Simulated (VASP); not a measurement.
# Ga (I4/mmm) in VASP: a series of runs

The runs below take Ga through electric field gradients, with PBE.

Program: VASP 6.6.1. These are calculated values, not measurements. Logs are shortened: lines on timing, memory, paths and dates and some standing lists are left out, and cuts for length are marked.

**1. The cell of the first run**

Symmetry: I4/mmm, No. 139, tetragonal system. The conventional cell has a = 2.808 Å, b = 2.808 Å, c = 4.547 Å, α = 90.00°, β = 90.00°, γ = 90.00°. Within 3.7 Å of Ga (site symmetry 4/mmm) lie 12 Ga at 2.81 to 3.02 Å.

**2. Electric field gradients, PBE (zz strain of +2 %)**

The input, INCAR:

```
ALGO = Normal ; EDIFF = 1E-8
ENCUT = 520 ; GGA = PE
ISIF = 2 ; ISMEAR = -1
ISYM = 0 ; LASPH = T
LCHARG = F ; LEFG = T
LREAL = F ; LWAVE = F
NBANDS = 12 ; NELM = 60
PREC = Accurate ; SIGMA = 0.05
```

The input, KPOINTS:

```
k-points
0
Gamma
  14 14 16
```

The input, POSCAR:

```
Ga
1.0
   -1.4040000000      1.4040000000      2.2735800000
    1.4040000000     -1.4040000000      2.2735800000
    1.4040000000      1.4040000000     -2.2735800000
Ga
1
Direct
    0.0000000000      0.0000000000      0.0000000000
```

Potentials or basis: VASP PAW PBE potentials, release 64 (Ga_d).

Run with:

```console
cat potpaw_PBE.64/Ga_d/POTCAR > POTCAR
mpirun -np 1 vasp_std > vasp.out
```

OUTCAR:

```text
EDIFF = 1E-8
   ENCUT = 520
   GGA = PE
   ISIF = 2
   ISMEAR = -1
   ISYM = 0
   LASPH = T
   LREAL = F
   NELM = 60
   PREC = Accurate

 ion  position               nearest neighbor table
   1  0.000  0.000  0.000-

IMPORTANT INFORMATION: All symmetrisations will be switched off!
NOSYMM: (Re-)initialisation of all symmetry stuff for point group C_1.

----------------------------------------------------------------------------------------

                                     Primitive cell

  volume of cell :      17.9269

  direct lattice vectors                    reciprocal lattice vectors
    -1.404000000  1.404000000  2.273580000     0.000000000  0.356125356  0.219917487
     1.404000000 -1.404000000  2.273580000     0.356125356  0.000000000  0.219917487
     1.404000000  1.404000000 -2.273580000     0.356125356  0.356125356  0.000000000

  length of vectors
     3.018542366  3.018542366  3.018542366     0.418555815  0.418555815  0.503637309

  position of ions in fractional coordinates (direct lattice)
     0.000000000  0.000000000  0.000000000

  ion indices of the primitive-cell ions
   primitive index   ion index
                 1           1

----------------------------------------------------------------------------------------

 KPOINTS: k-points

Automatic generation of k-mesh.
 Grid dimensions read from file:
 generate k-points for:   14   14   16

 Generating k-lattice:

  Cartesian coordinates                     Fractional coordinates (reciprocal lattice)
     0.000000000  0.025437525  0.015708392     0.071428571  0.000000000  0.000000000
     0.025437525  0.000000000  0.015708392     0.000000000  0.071428571  0.000000000
     0.022257835  0.022257835  0.000000000     0.000000000  0.000000000  0.062500000

  Length of vectors
     0.029896844  0.029896844  0.031477332

  Shift w.r.t. Gamma in fractional coordinates (k-lattice)
     0.000000000  0.000000000  0.000000000

 -----------------------------------------------------------------------------
|                                                                             |
|           W    W    AA    RRRRR   N    N  II  N    N   GGGG   !!!           |
|           W    W   A  A   R    R  NN   N  II  NN   N  G    G  !!!           |
|           W    W  A    A  R    R  N N  N  II  N N  N  G       !!!           |
|           W WW W  AAAAAA  RRRRR   N  N N  II  N  N N  G  GGG   !            |
|           WW  WW  A    A  R   R   N   NN  II  N   NN  G    G                |
|           W    W  A    A  R    R  N    N  II  N    N   GGGG   !!!           |
|                                                                             |
|     Your reciprocal lattice and k-lattice belong to different lattice       |
|     classes:                                                                |
|                                                                             |
|        The reciprocal lattice is body-centered tetragonal,                  |
|        whereas your k-lattice is base-centered monoclinic.                  |
|                                                                             |
|     Results are often still useful ...                                      |
|                                                                             |
 -----------------------------------------------------------------------------

 WARNING: IBZKPT: internal override: KBLOWUP is changed to .FALSE.
      ... skipping the blow-up phase ...

 Subroutine IBZKPT returns following result:
 ===========================================

 Found   1572 irreducible k-points:

 Following reciprocal coordinates:
            Coordinates               Weight
  0.000000  0.000000  0.000000      1.000000
  0.071429  0.000000 -0.000000      2.000000
  0.142857  0.000000 -0.000000      2.000000
  0.214286  0.000000 -0.000000      2.000000
  0.285714  0.000000  0.000000      2.000000
  0.357143  0.000000 -0.000000      2.000000
[... 16 lines left out ...]
  0.000000  0.142857 -0.000000      2.000000
  0.071429  0.142857 -0.000000      2.000000
 [... further k-points ...]
   k-points           NKPTS =   1572   k-points in BZ     NKDIM =   1572   number of bands    NBANDS=     12
   number of dos      NEDOS =    301   number of ions     NIONS =      1
   total plane-waves  NPLWV =  13824
   dimension x,y,z NGX =    24 NGY =   24 NGZ =   24
   dimension x,y,z NGXF=    48 NGYF=   48 NGZF=   48
   ions per type =               1
   NGX,Y,Z   is equivalent  to a cutoff of  13.22, 13.22, 13.22 a.u.
   NGXF,Y,Z  is equivalent  to a cutoff of  26.44, 26.44, 26.44 a.u.
 SYSTEM =  unknown system
   PREC   = accura    normal or accurate (medium, high low for compatibility)
   ISTART =      0    job   : 0-new  1-cont  2-samecut
   ICHARG =      2    charge: 1-file 2-atom 10-const
   ISPIN  =      1    spin polarized calculation?
   LNONCOLLINEAR =      F non collinear calculations
   LSORBIT =      F    spin-orbit coupling
   LASPH  =      T    aspherical Exc in radial PAW
   ENCUT  =  520.0 eV  38.22 Ry    6.18 a.u.   5.61  5.61  5.61*2*pi/ulx,y,z
   NELM   =     60;   NELMIN=  2; NELMDL= -5     # of ELM steps
   EDIFF  = 0.1E-07   stopping-criterion for ELM
   LREAL  =      F    real-space projection
   EDIFFG = 0.1E-06   stopping-criterion for IOM
   NSW    =      0    number of steps for IOM
   IBRION =     -1    ionic relax: 0-MD 1-quasi-New 2-CG
   NFREE  =      0    steps in history (QN), initial steepest desc. (CG)
   ISIF   =      2    stress and relaxation
   ISYM   =      0    0-nonsym 1-usesym 2-fastsym
   POTIM  = 0.5000    time-step for ionic-motion
   TEBEG  =    0.0;   TEEND  =   0.0 temperature during run
   PSTRESS=    0.0 pullay stress
   NELECT =      13.0000    total number of electrons
   NUPDOWN=      -1.0000    fix difference up-down
   EMIN   =  10.00;   EMAX   =-10.00  energy-range for DOS
   EFERMI =   0.00;   METHOD = LEGACY
   ISMEAR =    -1;   SIGMA  =   0.05  broadening in eV -4-tet -1-fermi 0-gaus
   EFERMI_NEDOS =   21; number of points for ismear=-14 and -15
   IALGO  =     38    algorithm
   IMIX   =      4    mixing-type and parameters
     AMIX     =   0.40;   BMIX     =  1.00
     AMIX_MAG =   1.60;   BMIX_MAG =  1.00
  volume/ion in A,a.u.               =      17.93       120.98
  Fermi-wavevector in a.u.,A,eV,Ry     =   1.470803  2.779414 29.432954  2.163261
  Thomas-Fermi vector in A             =   2.586016
   LORBIT       =      0    0 simple, 1 ext, 2 COOP (PROOUT), +10 PAW based schemes
   GGA     = PE    functional components
   LHFCALC =     F    Hartree Fock is set to
   AEXX    =    0.0000 exact exchange contribution
   IVDW    =     0    specifies the selected vdW correction
   LEPSILON=     F    determine dielectric tensor
   LRPA    =     F    only Hartree local field effects (RPA)
 non-spin polarized calculation
  energy-cutoff  :      520.00
  volume of cell :       17.93
 maximum number of plane-waves:       496
   NGX = 11   NGY = 11   NGZ = 11

 number of electron      12.9999992 magnetization

 Free energy of the ion-electron system (eV)
  ---------------------------------------------------
  ext. energy  EPLUGINS =         0.00000000
  ---------------------------------------------------
  free energy    TOTEN  =        -2.87912936 eV

  energy without entropy =       -2.87606077  energy(sigma->0) =       -2.87759506

 E-fermi :   6.0380     XC(G=0): -11.2752

 val. band max:        6.0313554407   @ k =  -0.3571   0.2143   0.2500
 cond. band min:       6.0496492378   @ k =   0.4286  -0.4286   0.3125
 fundamental gap:      0.0182937971
 Fermi energy:         6.0380080494

 k-point     1 :       0.0000    0.0000    0.0000
  band No.  band energies     occupation
      1      -9.0178      2.00000
      2      -8.8678      2.00000
      3      -8.8676      2.00000
      4      -8.8672      2.00000
      5      -8.7106      2.00000
      6      -5.4028      2.00000
      7      18.7981      0.00000
      8      18.8632      0.00000
      9      18.8636      0.00000
     10      22.3036      0.00000
     11      22.4200      0.00000
     12      23.0670      0.00000
[... 331 lines left out ...]
 k-point    24 :       0.0714    0.1429   -0.0000
  band No.  band energies     occupation
      1      -8.9887      2.00000
      2      -8.8889      2.00000
      3      -8.8531      2.00000
      4      -8.8271      2.00000
      5      -8.7245      2.00000
      6      -4.5595      2.00000
      7      13.5587      0.00000
      8      15.8990      0.00000
      9      17.7433      0.00000
     10      20.9050      0.00000
     11      21.7761      0.00000
     12      24.0011      0.00000

 [... further k-points ...]

------------------------ aborting loop because EDIFF is reached ----------------------------------------

  FORCE on cell =-STRESS in cart. coord.  units (eV):
  Direction    XX          YY          ZZ          XY          YZ          ZX
  --------------------------------------------------------------------------------------
  -------------------------------------------------------------------------------------
  Total        0.3921062      0.3921061      0.2721290     -0.0012729      0.0035368      0.0035368
  in kB       35.0436873     35.0436841     24.3209757     -0.1137643      0.3160931      0.3160969
  external PRESSURE =      31.4694490 kB  Pullay stress =       0.0000000 kB

 VOLUME and BASIS-vectors are now :
 -----------------------------------------------------------------------------
  energy-cutoff  :      520.00
  volume of cell :       17.93
      direct lattice vectors                 reciprocal lattice vectors
    -1.404000000  1.404000000  2.273580000     0.000000000  0.356125356  0.219917487
     1.404000000 -1.404000000  2.273580000     0.356125356  0.000000000  0.219917487
     1.404000000  1.404000000 -2.273580000     0.356125356  0.356125356  0.000000000

 POSITION                                       TOTAL-FORCE (eV/Angst)
 -----------------------------------------------------------------------------------
      0.00000      0.00000      0.00000         0.000000     -0.000000      0.000000
 -----------------------------------------------------------------------------------
    total drift:                                0.000000     -0.000000      0.000000

  FREE ENERGIE OF THE ION-ELECTRON SYSTEM (eV)
  ---------------------------------------------------
  free  energy   TOTEN  =        -2.8791293635 eV

  energy  without entropy=       -2.8760607655  energy(sigma->0) =       -2.87759506

 Electric field gradients (V/A^2)
---------------------------------------------------------------------
 ion       V_xx      V_yy      V_zz      V_xy      V_xz      V_yz
---------------------------------------------------------------------
   1     -11.463   -11.463    22.926     0.411     0.110     0.110
---------------------------------------------------------------------

 Electric field gradients after diagonalization (V/A^2)
 (convention: |V_zz| > |V_xx| > |V_yy|)
----------------------------------------------------------------------
 ion       V_xx      V_yy      V_zz     asymmetry (V_yy - V_xx)/ V_zz
----------------------------------------------------------------------
   1     -11.874   -11.053    22.926       0.036
----------------------------------------------------------------------

           NMR quadrupolar parameters

 Cq : quadrupolar parameter    Cq=e*Q*V_zz/h
 eta: asymmetry parameters     (V_yy - V_xx)/ V_zz
 Q  : nuclear electric quadrupole moment in mb (millibarn)
----------------------------------------------------------------------
 ion       Cq(MHz)       eta       Q (mb)
----------------------------------------------------------------------
   1       0.055       0.036       1.000
----------------------------------------------------------------------
```

It took 2.8 min on 1 thread of Intel Xeon Platinum 8375C at 2.90GHz (Ice Lake), shared host; peak memory 0.42 GiB.

Results:

| Property | Result |
| --- | --- |
| Free energy | -2.8791 eV |
| Pressure | 3.1 GPa |
| Band gap on the k mesh | zero (an odd number of electrons rules out a gap without spin polarisation) |
| Largest electric field gradient by atom | Ga +22.9 V/Å² |

Electric field gradients, principal values (V/Å²):
```csv
atom,least,middle,greatest (by size)
1 Ga,-11.053,-11.874,22.926
```

Caveat: the cell differs from its parent crystal (zz strain of +2 %); the cell stands under pressure; without QUAD_EFG the Cq values of the log hold for a quadrupole moment of 1 mb, not for the nuclei.

**3. Electric field gradients, PBE (equal xx and yy strain of -3 %)**

The input, INCAR:

```
PREC = Accurate
ENCUT = 520
EDIFF = 1E-8
ISMEAR = -1
SIGMA = 0.05
LREAL = F
LASPH = T
NELM = 100
ALGO = Normal
ISIF = 2
LWAVE = F
LCHARG = F
GGA = PE
LEFG = T
ISYM = 0
NBANDS = 12
```

The input, KPOINTS:

```
regular mesh
0
Gamma
  14 14 16
```

The input, POSCAR:

```
Ga
1.0
   -1.3618800000      1.3618800000      2.2290000000
    1.3618800000     -1.3618800000      2.2290000000
    1.3618800000      1.3618800000     -2.2290000000
Ga
1
Direct
    0.0000000000      0.0000000000      0.0000000000
```

Potentials or basis: VASP PAW PBE potentials, release 64 (Ga_d).

Run with:

```console
cat potpaw_PBE.64/Ga_d/POTCAR > POTCAR
mpirun -np 1 vasp_std > vasp.out
```

OUTCAR:

```text
PREC = Accurate
   ENCUT = 520
   EDIFF = 1E-8
   ISMEAR = -1
   LREAL = F
   LASPH = T
   NELM = 100
   ISIF = 2
   GGA = PE
   ISYM = 0

 ion  position               nearest neighbor table
   1  0.000  0.000  0.000-

IMPORTANT INFORMATION: All symmetrisations will be switched off!
NOSYMM: (Re-)initialisation of all symmetry stuff for point group C_1.

[... 554 lines left out ...]
    total drift:                               -0.000000     -0.000000      0.000000

  FREE ENERGIE OF THE ION-ELECTRON SYSTEM (eV)
  ---------------------------------------------------
  free  energy   TOTEN  =        -2.8264674887 eV

  energy  without entropy=       -2.8235433562  energy(sigma->0) =       -2.82500542

 Electric field gradients (V/A^2)
---------------------------------------------------------------------
 ion       V_xx      V_yy      V_zz      V_xy      V_xz      V_yz
---------------------------------------------------------------------
   1     -13.411   -13.410    26.821    -1.278    -0.182    -0.182
---------------------------------------------------------------------

 Electric field gradients after diagonalization (V/A^2)
 (convention: |V_zz| > |V_xx| > |V_yy|)
----------------------------------------------------------------------
 ion       V_xx      V_yy      V_zz     asymmetry (V_yy - V_xx)/ V_zz
----------------------------------------------------------------------
   1     -14.690   -12.133    26.823       0.095
----------------------------------------------------------------------

           NMR quadrupolar parameters

 Cq : quadrupolar parameter    Cq=e*Q*V_zz/h
 eta: asymmetry parameters     (V_yy - V_xx)/ V_zz
 Q  : nuclear electric quadrupole moment in mb (millibarn)
----------------------------------------------------------------------
 ion       Cq(MHz)       eta       Q (mb)
----------------------------------------------------------------------
   1       0.065       0.095       1.000
----------------------------------------------------------------------
```

OSZICAR:

```text
N       E                     dE             d eps       ncg     rms          rms(c)
DAV:   1     0.426813103305E+02    0.42681E+02   -0.66730E+03 41612   0.196E+03
DAV:   2    -0.894791220872E+00   -0.43576E+02   -0.41808E+02 39852   0.261E+02
DAV:   3    -0.284620189994E+01   -0.19514E+01   -0.19462E+01 42964   0.445E+01
DAV:   4    -0.286105859249E+01   -0.14857E-01   -0.14855E-01 43132   0.407E+00
DAV:   5    -0.286120924658E+01   -0.15065E-03   -0.15065E-03 44248   0.396E-01    0.101E+00
DAV:   6    -0.283375270574E+01    0.27457E-01   -0.42852E-02 47340   0.451E+00    0.505E-01
DAV:   7    -0.282721980172E+01    0.65329E-02   -0.80014E-03 51920   0.166E+00    0.132E-01
DAV:   8    -0.282646379500E+01    0.75601E-03   -0.78078E-04 45768   0.523E-01    0.942E-03
DAV:   9    -0.282646716045E+01   -0.33654E-05   -0.81419E-06 50144   0.422E-02    0.344E-03
DAV:  10    -0.282646760819E+01   -0.44774E-06   -0.26440E-07 44048   0.829E-03    0.324E-04
DAV:  11    -0.282646753107E+01    0.77118E-07   -0.65113E-09 31620   0.142E-03    0.121E-04
DAV:  12    -0.282646748779E+01    0.43275E-07   -0.12040E-09 25432   0.493E-04    0.680E-06
DAV:  13    -0.282646748867E+01   -0.88039E-09   -0.23825E-10 22144   0.178E-04
   1 F= -.28264675E+01 E0= -.28250054E+01  d E =-.292413E-02
```

stdout:

```text
POSCAR found type information on POSCAR Ga
 POSCAR found :  1 types and       1 ions
 scaLAPACK will be used
 LDA part: xc-table for (Slater+PW92), standard interpolation
 -----------------------------------------------------------------------------
|                                                                             |
|           W    W    AA    RRRRR   N    N  II  N    N   GGGG   !!!           |
[... 17 lines left out ...]
 FFT: planning ... GRIDC
 FFT: planning ... GRID_SOFT
 FFT: planning ... GRID
 WAVECAR not read
 entering main loop
ion   1

     0.0000481     1.1770477     0.1663800   -21.6430598     0.1663806     0.0000005
     0.0000628     1.1770367     0.1663775   -21.6426788     0.1663781     0.0000005
     0.0000820     1.1770205     0.1663737   -21.6421020     0.1663744     0.0000005
     0.0001070     1.1769968     0.1663681   -21.6412336     0.1663687     0.0000005
```

Run time: 2.5 min. Hardware: 1 thread of Intel Xeon Platinum 8488C (Sapphire Rapids), shared host; peak memory 0.4 GiB.

Results:

| Property | Result |
| --- | --- |
| Free energy | -2.8265 eV |
| Pressure | 9.2 GPa |
| Band gap on the k mesh | zero (an odd number of electrons rules out a gap without spin polarisation) |
| Largest electric field gradient by atom | Ga +26.8 V/Å² |

Levels at points of the mesh, in eV from the Fermi level:
| k point | band 3 | band 4 | band 5 | band 6 | band 7 | band 8 | band 9 | band 10 |
| --- | --- | --- | --- | --- | --- | --- | --- | --- |
| (0.00, 0.00, 0.00) | -15.02 | -15.02 | -14.83 | -12.14 | 13.70 | 13.75 | 13.75 | 16.85 |
| (0.50, 0.00, 0.00) | -15.01 | -14.81 | -14.76 | -5.01 | -4.63 | 8.65 | 12.71 | 12.99 |
| (0.00, 0.50, 0.00) | -15.01 | -14.81 | -14.76 | -5.01 | -4.63 | 8.65 | 12.71 | 12.99 |
| (0.50, 0.50, 0.00) | -14.83 | -14.81 | -14.66 | -2.33 | -0.93 | 4.05 | 5.22 | 8.33 |
| (0.00, 0.00, 0.50) | -14.83 | -14.81 | -14.66 | -2.33 | -0.93 | 4.05 | 5.22 | 8.33 |
| (0.50, 0.00, 0.50) | -15.01 | -14.81 | -14.76 | -5.01 | -4.63 | 8.65 | 12.71 | 12.99 |
| (0.00, 0.50, 0.50) | -15.01 | -14.81 | -14.76 | -5.01 | -4.63 | 8.65 | 12.71 | 12.99 |
| (0.50, 0.50, 0.50) | -14.77 | -14.77 | -14.77 | -4.27 | -4.20 | 7.21 | 7.22 | 10.39 |

Electric field gradients, principal values (V/Å²):
```tsv
atom	least	middle	greatest (by size)
1 Ga	-12.133	-14.690	26.823
```

Caveat: the cell differs from its parent crystal (equal xx and yy strain of -3 %); the cell stands under pressure; without QUAD_EFG the Cq values of the log hold for a quadrupole moment of 1 mb, not for the nuclei.

(Continued in part 2 of 2.)
